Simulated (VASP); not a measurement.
Input of a VASP 6.6.1 run:

INCAR

```
SYSTEM = Ir
PREC = Accurate
ENCUT = 500
EDIFF = 1E-6
ISMEAR = 0
SIGMA = 0.1
LREAL = .False.
LASPH = .True.
NELM = 120
ALGO = Normal
ISIF = 2
LWAVE = .False.
LCHARG = .False.
GGA = PE
NBANDS = 16
GGA_COMPAT = .False.
```

KPOINTS

```
regular mesh
0
Gamma
  6 6 6
  0 0 0
```

Contents of POSCAR:

```
Ir
1.0
    0.0000000000      2.7864783275      2.7864783275
    2.7864783275      0.0000000000      2.7864783275
    2.7864783275      2.7864783275      0.0000000000
Ir
2
Direct
    0.2500000000      0.2500000000      0.2500000000
    0.0000000000      0.0000000000      0.0000000000
```

Potentials or basis: VASP PAW PBE potentials, release 64 (Ir).

Run with:

```sh
$ cat potpaw_PBE.64/Ir/POTCAR > POTCAR
$ mpirun -np 1 vasp_std > vasp.out
```

(1) Predict the pressure.

(2) What does it give for the band gap on the k mesh?

Results:

(1) -0.4 GPa.

(2) zero (bands 9 and 10 overlap by 1.31 eV).

Caveat: spin-orbit coupling is left out, which moves the levels of the heavy elements.
